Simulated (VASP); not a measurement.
# Si (P6_3/mmc) in VASP: further runs

Si is run at these levels: PBE; tasks: single point, relaxation of cell and atoms.

Everything below comes from runs of VASP 6.6.1. Logs are shortened: lines on timing, memory, paths and dates and some standing lists are left out, and cuts for length are marked.

## 1. The cell of the first run

The structure is hexagonal, space group P6_3/mmc (No. 194). Conventional cell: a = 3.851 Å, b = 3.851 Å, c = 6.365 Å, α = 90.00°, β = 90.00°, γ = 120.00°. Within 3.1 Å of Si (site symmetry 3m) lie 4 Si at 2.36 to 2.38 Å.

This isn't the form of Si at room conditions, which is diamond.

## 2. Single point, PBE

File INCAR:

```
  PREC = Accurate
  ENCUT = 520
  EDIFF = 1E-6
  ISMEAR = 0
  SIGMA = 0.02
  LREAL = F
  LASPH = T
  NELM = 60
  ALGO = Normal
  ISIF = 2
  LWAVE = F
  LCHARG = F
  GGA = PE
  NBANDS = 16
```

File KPOINTS:

```
Automatic mesh
0
Gamma
  12 12 6
```

File POSCAR:

```
Si
1.0
    3.8514552977      0.0000002897      0.0000000000
   -1.9257278998      3.3354579845      0.0000000000
    0.0000000000      0.0000000000      6.3648904862
Si
4
Direct
    0.0000000000      0.0000000000      0.0004520764
    0.0000000000      0.0000000000      0.3745479236
    0.3333333333      0.6666666667      0.5004520764
    0.3333333333      0.6666666667      0.8745479236
```

Potentials or basis: VASP PAW PBE potentials, release 64 (Si).

Started as:

```sh
> cat potpaw_PBE.64/Si/POTCAR > POTCAR
> mpirun -np 1 vasp_std > vasp.out
```

OUTCAR:

```text
PREC = Accurate
   ENCUT = 520
   EDIFF = 1E-6
   ISMEAR = 0
   LREAL = F
   LASPH = T
   NELM = 60
   ISIF = 2
   GGA = PE

 ion  position               nearest neighbor table
   1  0.000  0.000  0.000-   4 2.36   4 2.36   4 2.36   2 2.38
   2  0.000  0.000  0.375-   3 2.36   3 2.36   3 2.36   1 2.38
   3  0.333  0.667  0.500-   2 2.36   2 2.36   2 2.36   4 2.38
   4  0.333  0.667  0.875-   1 2.36   1 2.36   1 2.36   3 2.38

  LATTYP: Found a hexagonal cell.
 ALAT       =     3.8514552977
 C/A-ratio  =     1.6525936287

  Lattice vectors:

 A1 = (   3.8514552977,   0.0000002897,   0.0000000000)
 A2 = (  -1.9257278998,   3.3354579845,   0.0000000000)
 A3 = (   0.0000000000,   0.0000000000,   6.3648904862)

Analysis of symmetry for initial positions (statically):
=====================================================================
 Subroutine PRICEL returns:
 Original cell was already a primitive cell.

 Routine SETGRP: Setting up the symmetry group for a
 hexagonal supercell.

 Subroutine GETGRP returns: Found 24 space group operations
 (whereof  6 operations were pure point group operations)
 out of a pool of 24 trial point group operations.

The static configuration has the point symmetry C_3v.
 The point group associated with its full space group is D_6h.

Analysis of symmetry for dynamics (positions and initial velocities):
=====================================================================
 Subroutine PRICEL returns:
 Original cell was already a primitive cell.

 Routine SETGRP: Setting up the symmetry group for a
 hexagonal supercell.

 Subroutine GETGRP returns: Found 24 space group operations
 (whereof  6 operations were pure point group operations)
 out of a pool of 24 trial point group operations.

The dynamic configuration has the point symmetry C_3v.
 The point group associated with its full space group is D_6h.

 Subroutine INISYM returns: Found 24 space group operations
 (whereof  6 operations are pure point group operations),
 and found     1 'primitive' translations

----------------------------------------------------------------------------------------

                                     Primitive cell

  volume of cell :      81.7657

  direct lattice vectors                    reciprocal lattice vectors
     3.851455298  0.000000290  0.000000000     0.259642104  0.149904465  0.000000000
    -1.925727900  3.335457985  0.000000000    -0.000000023  0.299808890  0.000000000
     0.000000000  0.000000000  6.364890486     0.000000000  0.000000000  0.157111894

  length of vectors
     3.851455298  3.851455298  6.364890486     0.299808890  0.299808890  0.157111894

  position of ions in fractional coordinates (direct lattice)
     0.000000000  0.000000000  0.000452076
     0.000000000  0.000000000  0.374547924
     0.333333333  0.666666667  0.500452076
     0.333333333  0.666666667  0.874547924

  ion indices of the primitive-cell ions
   primitive index   ion index
                 1           1
                 2           2
                 3           3
                 4           4

----------------------------------------------------------------------------------------

 KPOINTS: Automatic mesh

Automatic generation of k-mesh.
 Grid dimensions read from file:
 generate k-points for:   12   12    6

 Generating k-lattice:

  Cartesian coordinates                     Fractional coordinates (reciprocal lattice)
     0.021636842  0.012492039  0.000000000     0.083333333  0.000000000  0.000000000
    -0.000000002  0.024984074  0.000000000     0.000000000  0.083333333  0.000000000
     0.000000000  0.000000000  0.026185316     0.000000000  0.000000000  0.166666667

  Length of vectors
     0.024984074  0.024984074  0.026185316

  Shift w.r.t. Gamma in fractional coordinates (k-lattice)
     0.000000000  0.000000000  0.000000000

 Subroutine IBZKPT returns following result:
 ===========================================

 Found     76 irreducible k-points:

 Following reciprocal coordinates:
            Coordinates               Weight
  0.000000  0.000000  0.000000      1.000000
  0.083333  0.000000  0.000000      6.000000
  0.166667  0.000000  0.000000      6.000000
  0.250000 -0.000000  0.000000      6.000000
  0.333333 -0.000000  0.000000      6.000000
  0.416667  0.000000  0.000000      6.000000
[... 16 lines left out ...]
  0.250000 -0.000000  0.166667     12.000000
  0.333333 -0.000000  0.166667     12.000000
 [... further k-points ...]
   k-points           NKPTS =     76   k-points in BZ     NKDIM =     76   number of bands    NBANDS=     16
   number of dos      NEDOS =    301   number of ions     NIONS =      4
   total plane-waves  NPLWV =  43200
   dimension x,y,z NGX =    30 NGY =   30 NGZ =   48
   dimension x,y,z NGXF=    60 NGYF=   60 NGZF=   96
   ions per type =               4
   NGX,Y,Z   is equivalent  to a cutoff of  12.95, 12.95, 12.54 a.u.
   NGXF,Y,Z  is equivalent  to a cutoff of  25.90, 25.90, 25.07 a.u.
 SYSTEM =  unknown system
   PREC   = accura    normal or accurate (medium, high low for compatibility)
   ISTART =      0    job   : 0-new  1-cont  2-samecut
   ICHARG =      2    charge: 1-file 2-atom 10-const
   ISPIN  =      1    spin polarized calculation?
   LNONCOLLINEAR =      F non collinear calculations
   LSORBIT =      F    spin-orbit coupling
   LASPH  =      T    aspherical Exc in radial PAW
   ENCUT  =  520.0 eV  38.22 Ry    6.18 a.u.   7.16  7.16 11.83*2*pi/ulx,y,z
   NELM   =     60;   NELMIN=  2; NELMDL= -5     # of ELM steps
   EDIFF  = 0.1E-05   stopping-criterion for ELM
   LREAL  =      F    real-space projection
   EDIFFG = 0.1E-04   stopping-criterion for IOM
   NSW    =      0    number of steps for IOM
   IBRION =     -1    ionic relax: 0-MD 1-quasi-New 2-CG
   NFREE  =      0    steps in history (QN), initial steepest desc. (CG)
   ISIF   =      2    stress and relaxation
   ISYM   =      2    0-nonsym 1-usesym 2-fastsym
   POTIM  = 0.5000    time-step for ionic-motion
   TEBEG  =    0.0;   TEEND  =   0.0 temperature during run
   PSTRESS=    0.0 pullay stress
   NELECT =      16.0000    total number of electrons
   NUPDOWN=      -1.0000    fix difference up-down
   EMIN   =  10.00;   EMAX   =-10.00  energy-range for DOS
   EFERMI =   0.00;   METHOD = LEGACY
   ISMEAR =     0;   SIGMA  =   0.02  broadening in eV -4-tet -1-fermi 0-gaus
   EFERMI_NEDOS =   21; number of points for ismear=-14 and -15
   IALGO  =     38    algorithm
   IMIX   =      4    mixing-type and parameters
     AMIX     =   0.40;   BMIX     =  1.00
     AMIX_MAG =   1.60;   BMIX_MAG =  1.00
  volume/ion in A,a.u.               =      20.44       137.95
  Fermi-wavevector in a.u.,A,eV,Ry     =   0.950439  1.796070 12.290617  0.903335
  Thomas-Fermi vector in A             =   2.078816
   LORBIT       =      0    0 simple, 1 ext, 2 COOP (PROOUT), +10 PAW based schemes
   GGA     = PE    functional components
   LHFCALC =     F    Hartree Fock is set to
   AEXX    =    0.0000 exact exchange contribution
   IVDW    =     0    specifies the selected vdW correction
   LEPSILON=     F    determine dielectric tensor
   LRPA    =     F    only Hartree local field effects (RPA)
 non-spin polarized calculation
 Gauss-broadening in eV      SIGMA  =   0.02
  energy-cutoff  :      520.00
  volume of cell :       81.77
 maximum number of plane-waves:      2220
 NGX is ok and might be reduce to    30

 number of electron      16.0000001 magnetization

 Free energy of the ion-electron system (eV)
  ---------------------------------------------------
  ext. energy  EPLUGINS =         0.00000000
  ---------------------------------------------------
  free energy    TOTEN  =       -21.65521455 eV

  energy without entropy =      -21.65521455  energy(sigma->0) =      -21.65521455

 E-fermi :   5.9984     XC(G=0):  -9.3233

 val. band max:        5.8626503856   @ k =   0.0000   0.0000   0.0000
 cond. band min:       6.3153185536   @ k =   0.5000  -0.0000   0.0000
 fundamental gap:      0.4526681680
 Fermi energy:         5.9983645651

 k-point     1 :       0.0000    0.0000    0.0000
  band No.  band energies     occupation
      1      -6.2124      2.00000
      2      -3.9674      2.00000
      3      -1.2650      2.00000
      4       4.3698      2.00000
      5       4.3698      2.00000
      6       5.5256      2.00000
[... 8 lines left out ...]
     15      10.0207      0.00000
     16      11.8055      0.00000

 k-point     2 :       0.0833    0.0000    0.0000
  band No.  band energies     occupation
      1      -6.1326      2.00000
      2      -3.8859      2.00000
      3      -1.2240      2.00000
      4       3.6875      2.00000
      5       4.2038      2.00000
      6       5.2351      2.00000
[... 8 lines left out ...]
     15      10.3267      0.00000
     16      11.3055      0.00000

 k-point     3 :       0.1667    0.0000    0.0000
  band No.  band energies     occupation
      1      -5.8954      2.00000
      2      -3.6429      2.00000
      3      -1.1292      2.00000
      4       2.5215      2.00000
      5       3.8344      2.00000
      6       4.0123      2.00000
[... 8 lines left out ...]
     15      11.1343      0.00000
     16      11.4517      0.00000

 k-point     4 :       0.2500   -0.0000    0.0000
  band No.  band energies     occupation
      1      -5.5083      2.00000
      2      -3.2449      2.00000
      3      -1.1068      2.00000
      4       1.5157      2.00000
      5       2.7130      2.00000
      6       3.4441      2.00000
[... 8 lines left out ...]
     15      11.9268      0.00000
     16      12.2669      0.00000
[... 324 lines left out ...]
 k-point    22 :       0.1667    0.0000    0.1667
  band No.  band energies     occupation
      1      -5.8071      2.00000
      2      -3.9648      2.00000
      3      -0.6597      2.00000
      4       2.6176      2.00000
      5       3.6014      2.00000
      6       3.9055      2.00000
[... 8 lines left out ...]
     15      11.0235      0.00000
     16      11.3779      0.00000

 k-point    23 :       0.2500   -0.0000    0.1667
  band No.  band energies     occupation
      1      -5.4207      2.00000
      2      -3.5788      2.00000
      3      -0.6828      2.00000
      4       1.6671      2.00000
      5       2.3867      2.00000
      6       3.5164      2.00000
[... 8 lines left out ...]
     15      11.9428      0.00000
     16      12.1725      0.00000

 k-point    24 :       0.3333   -0.0000    0.1667
  band No.  band energies     occupation
      1      -4.9053      2.00000
      2      -3.0745      2.00000
      3      -1.1022      2.00000
      4       1.1831      2.00000
      5       1.3404      2.00000
      6       3.2015      2.00000
[... 8 lines left out ...]
     15      12.9670      0.00000
     16      12.9875      0.00000

 [... further k-points ...]

------------------------ aborting loop because EDIFF is reached ----------------------------------------

  FORCE on cell =-STRESS in cart. coord.  units (eV):
  Direction    XX          YY          ZZ          XY          YZ          ZX
  --------------------------------------------------------------------------------------
  -------------------------------------------------------------------------------------
  Total       -0.0426766     -0.0426766     -0.0269979      0.0000000     -0.0000000     -0.0000000
  in kB       -0.8362362     -0.8362362     -0.5290166      0.0000000     -0.0000000     -0.0000000
  external PRESSURE =      -0.7338297 kB  Pullay stress =       0.0000000 kB

 VOLUME and BASIS-vectors are now :
 -----------------------------------------------------------------------------
  energy-cutoff  :      520.00
  volume of cell :       81.77
      direct lattice vectors                 reciprocal lattice vectors
     3.851455298  0.000000290  0.000000000     0.259642104  0.149904465  0.000000000
    -1.925727900  3.335457985  0.000000000    -0.000000023  0.299808890  0.000000000
     0.000000000  0.000000000  6.364890486     0.000000000  0.000000000  0.157111894

 POSITION                                       TOTAL-FORCE (eV/Angst)
 -----------------------------------------------------------------------------------
      0.00000      0.00000      0.00288         0.000000     -0.000000     -0.003809
      0.00000      0.00000      2.38396         0.000000     -0.000000      0.003809
     -0.00000      2.22364      3.18532        -0.000000      0.000000     -0.003809
     -0.00000      2.22364      5.56640        -0.000000      0.000000      0.003809
 -----------------------------------------------------------------------------------
    total drift:                                0.000000     -0.000000      0.000000

  FREE ENERGIE OF THE ION-ELECTRON SYSTEM (eV)
  ---------------------------------------------------
  free  energy   TOTEN  =       -21.6552145529 eV

  energy  without entropy=      -21.6552145529  energy(sigma->0) =      -21.65521455
```

Run time: 45 s. Hardware: 1 thread of AMD EPYC 9R45 (Zen 5), shared host; peak memory 0.2 GiB.

Results:

```
Free energy            : -21.6552 eV
Pressure               : -0.1 GPa
Largest force          : 0.004 eV/Å
Band gap on the k mesh : 0.45 eV (least direct gap 0.99 eV)
```

Forces in eV/Å, atoms in the order of the input:
```
Si   0.000  0.000 -0.004
Si   0.000  0.000  0.004
Si   0.000  0.000 -0.004
Si   0.000  0.000  0.004
```

Levels at points of the mesh, in eV from the valence-band top:
```csv
k point,band 6,band 7,band 8,band 9,band 10,band 11
"(0.00, 0.00, 0.00)",-0.34,0.00,0.00,0.99,2.02,2.02
"(0.50, 0.00, 0.00)",-3.00,-2.92,-1.42,0.45,2.33,3.02
"(0.00, 0.00, 0.50)",-0.91,-0.91,-0.91,1.77,1.77,2.99
"(0.50, 0.00, 0.50)",-2.41,-2.38,-2.38,0.92,0.92,1.70
```

## 3. Single point, PBE

This run uses another cell than the first one: it holds 8 atoms, not 4.

File INCAR:

```
SYSTEM = Si
PREC = Accurate ; ENCUT = 520
EDIFF = 1E-6 ; ISMEAR = 0
SIGMA = 0.02 ; LREAL = .False.
LASPH = .True. ; NELM = 60
ALGO = Normal ; ISIF = 2
LWAVE = .False. ; LCHARG = .False.
GGA = PE ; NBANDS = 26
```

File KPOINTS:

```
regular mesh
0
Gamma
  12 12 3
  0 0 0
```

File POSCAR:

```
Si
1.0
    3.8590219703      0.0000000000      0.0000000000
   -1.9295109852      3.3420110601      0.0000000000
    0.0000000000      0.0000000000     12.6762291669
Si
8
Direct
    0.0000000000      0.0000000000     -0.0003355363
    0.0000000000      0.0000000000      0.1878355363
    0.3333333333      0.6666666667      0.2504950278
    0.3333333333      0.6666666667      0.4370049722
    0.6666666667      0.3333333333      0.4996644637
    0.6666666667      0.3333333333      0.6878355363
    0.3333333333      0.6666666667      0.7504950278
    0.3333333333      0.6666666667      0.9370049722
```

Potentials or basis: VASP PAW PBE potentials, release 64 (Si).

Started as:

```sh
> cat potpaw_PBE.64/Si/POTCAR > POTCAR
> mpirun -np 1 vasp_std > vasp.out
```

Run time: 86 s. Hardware: 1 thread of AMD EPYC 9R45 (Zen 5), shared host; peak memory 0.29 GiB.

It converged, with:

```yaml
Free_energy: -43.3710 eV
Pressure: -0.1 GPa
Band_gap_on_the_k_mesh: 0.60 eV (least direct gap 1.23 eV)
```

Levels at points of the mesh, in eV from the valence-band top:
| k point | band 13 | band 14 | band 15 | band 16 | band 17 | band 18 | band 19 | band 20 |
| --- | --- | --- | --- | --- | --- | --- | --- | --- |
| (0.00, 0.00, 0.00) | -0.75 | -0.15 | 0.00 | 0.00 | 1.23 | 1.70 | 2.08 | 2.31 |
| (0.50, 0.00, 0.00) | -2.25 | -2.18 | -1.68 | -1.29 | 0.60 | 0.78 | 1.08 | 1.46 |

Caveat: an odd mesh through Γ misses points on the zone boundary, where band edges can lie.

## 4. Relaxation of cell and atoms, PBE

This run uses another cell than the first one, of 19.98 Å³/atom.

File INCAR:

```
SYSTEM = Si
PREC = Accurate
ENCUT = 600
EDIFF = 1E-7
ISMEAR = 0
SIGMA = 0.02
LREAL = .FALSE.
LASPH = .TRUE.
NELM = 80
ALGO = Normal
ISIF = 3
LWAVE = .FALSE.
LCHARG = .FALSE.
GGA = PE
IBRION = 2
NSW = 100
EDIFFG = -0.005
```

File KPOINTS:

```
Automatic mesh
0
G
  12 12 6
  0 0 0
```

File POSCAR:

```
Si
1.0
    3.8375530000      0.0000000000      0.0000000000
   -1.9187770000      3.3234190000      0.0000000000
    0.0000000000      0.0000000000      6.2666980000
Si
4
Direct
    0.0000000000      0.0000000000      0.0000000000
    0.0000000000      0.0000000000      0.3750000000
    0.3333333300      0.6666666700      0.5000000000
    0.3333333300      0.6666666700      0.8750000000
```

Started as:

```sh
> cat potpaw_PBE.64/Si/POTCAR > POTCAR
> mpirun -np 1 vasp_std > vasp.out
```

It took 2.7 min on 1 thread of AMD EPYC 9R45 (Zen 5), shared host; peak memory 0.22 GiB.

Results (log left out):

| Property | Result |
| --- | --- |
| Free energy | -21.6554 eV |
| Relaxed volume | 20.43 Å³/atom |
| Relaxed cell | a = 3.850 Å, b = 3.850 Å, c = 6.364 Å, α = 90.00°, β = 90.00°, γ = 120.00° |
| Space group after relaxing (to 0.1 Å) | P6_3/mmc (No. 194) |
| Energy gained by relaxing | 4.0 meV/atom |
| Ionic steps | 7 |
| Pressure after relaxing | 0.0 GPa |
| Band gap on the k mesh | 0.45 eV (least direct gap 1.00 eV) |

The path:
```tsv
step	energy change (eV)	largest force (eV/Å)	pressure (GPa)	volume (Å³)
1	0.0000	0.0539	2.08	79.92
2	-0.0085	0.1485	-1.29	82.96
3	-0.0150	0.0772	-0.01	81.73
4	-0.0157	0.0062	-0.08	81.78
5	-0.0157	0.0092	-0.09	81.79
6	-0.0158	0.0030	0.04	81.67
7	-0.0158	0.0001	0.00	81.70
```

Final structure:
```cif
data_structure
_symmetry_space_group_name_H-M 'P 1'
_symmetry_Int_Tables_number 1
_cell_length_a 3.8503
_cell_length_b 3.8503
_cell_length_c 6.3638
_cell_angle_alpha 90.000
_cell_angle_beta 90.000
_cell_angle_gamma 120.000
_cell_volume 81.70
loop_
_atom_site_label
_atom_site_type_symbol
_atom_site_fract_x
_atom_site_fract_y
_atom_site_fract_z
_atom_site_occupancy
Si1 Si 0.00000 0.00000 0.00044 1
Si2 Si 0.00000 0.00000 0.37456 1
Si3 Si 0.33333 0.66667 0.50044 1
Si4 Si 0.33333 0.66667 0.87456 1
```

Levels at points of the mesh, in eV from the valence-band top:
```tsv
k point	band 4	band 5	band 6	band 7	band 8	band 9	band 10	band 11	band 12
(0.00, 0.00, 0.00)	-1.49	-1.49	-0.34	0.00	0.00	1.00	2.02	2.02	2.32
(0.50, 0.00, 0.00)	-5.93	-4.58	-3.00	-2.92	-1.42	0.45	2.33	3.02	3.13
(0.00, 0.00, 0.50)	-4.19	-0.91	-0.91	-0.91	-0.91	1.77	1.77	2.99	2.99
(0.50, 0.00, 0.50)	-7.19	-2.42	-2.42	-2.38	-2.38	0.92	0.92	1.70	1.70
```

## 5. Overview

| task | cell | k mesh | cutoff (eV) | gap on the mesh (eV) | pressure (GPa) |
| --- | --- | --- | --- | --- | --- |
| single point | a = 3.851, b = 3.851, c = 6.365 Å, angles 90.0, 90.0, 120.0°, 4 atoms, atomic positions A | 12 × 12 × 6 | 520 | 0.45 | -0.1 |
| single point | a = 3.859, b = 3.859, c = 12.676 Å, angles 90.0, 90.0, 120.0°, 8 atoms, atomic positions B | 12 × 12 × 3 | 520 | 0.60 | -0.1 |
| relaxation of cell and atoms | relaxed from a = 3.838, b = 3.838, c = 6.267 Å, angles 90.0, 90.0, 120.0°, 4 atoms, atomic positions A | 12 × 12 × 6 | 600 | 0.45 | 0.0 |

Alike in all rows: level PBE; potentials or basis VASP PAW PBE potentials, release 64 (Si); no spin polarisation; smearing gaussian 0.02 eV.

Caveats: an odd mesh through Γ misses points on the zone boundary, where band edges can lie (at least some runs).

Total energies depend on the potentials used, so only differences within one code and one set of settings carry meaning.
